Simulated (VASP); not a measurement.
Write the native input for VASP 6.6.1 that does the following.

* Task: single point
* Functional: LDA
* Potentials or basis: VASP PAW LDA potentials, release 64 (Ta_sv_GW, N)
* Cutoff: 600 eV
* k mesh: 18 × 18 × 18
* Occupations: gaussian, width 0.15 eV
* Spin: no spin polarisation
* Dipole correction: no
* Second run: valence_matched
* Further INCAR settings: ALGO = Normal; EDIFF = 1e-06; NBANDS = 16

The structure of TaN lies in POSCAR:

```
TaN
1.0
    0.0000000000      2.1738356505      2.1738356505
    2.1738356505      0.0000000000      2.1738356505
    2.1738356505      2.1738356505      0.0000000000
Ta N
1 1
Direct
    0.4956556505      0.5043443495      0.5043443495
    0.0561219980     -0.0561219980     -0.0561219980
```

This cell differs from its parent crystal: mode 4 frozen in at -0.244 Å and mode 6 at +0.000 Å (largest displacements).

The input as run:

INCAR

```
PREC = Accurate ; ENCUT = 600
EDIFF = 1E-6 ; ISMEAR = 0
SIGMA = 0.15 ; LREAL = F
LASPH = T ; NELM = 120
ALGO = Normal ; ISIF = 2
LWAVE = F ; LCHARG = T
LELF = T ; LVHAR = T
NBANDS = 16 ; GGA_COMPAT = F
```

KPOINTS

```
regular mesh
0
Gamma
  18 18 18
```

Potentials or basis: VASP PAW LDA potentials, release 64 (Ta_sv_GW, N).

Launch:

```sh
$ cat potpaw_LDA.64/Ta_sv_GW/POTCAR potpaw_LDA.64/N/POTCAR > POTCAR
$ mpirun -np 1 vasp_std > vasp.out
```

It gave:

```
Pressure               : 15.0 GPa
Largest force          : 3.481 eV/Å
Band gap on the k mesh : zero (band 9 reaches 15.58 eV, above the bottom of band 10 at 12.48 eV)
```

Caveat: the cell differs from its parent crystal (mode 4 frozen in at -0.244 Å and mode 6 at +0.000 Å (largest displacements)); spin-orbit coupling is left out, which moves the levels of the heavy elements; forces of over 1 eV/Å act on the atoms, so gaps and moduli don't describe the material at rest.

It took 2.2 min on 1 thread of Intel(R) Xeon(R) 6975P-C (Granite Rapids), with other jobs on the host, peak memory 0.33 GiB.
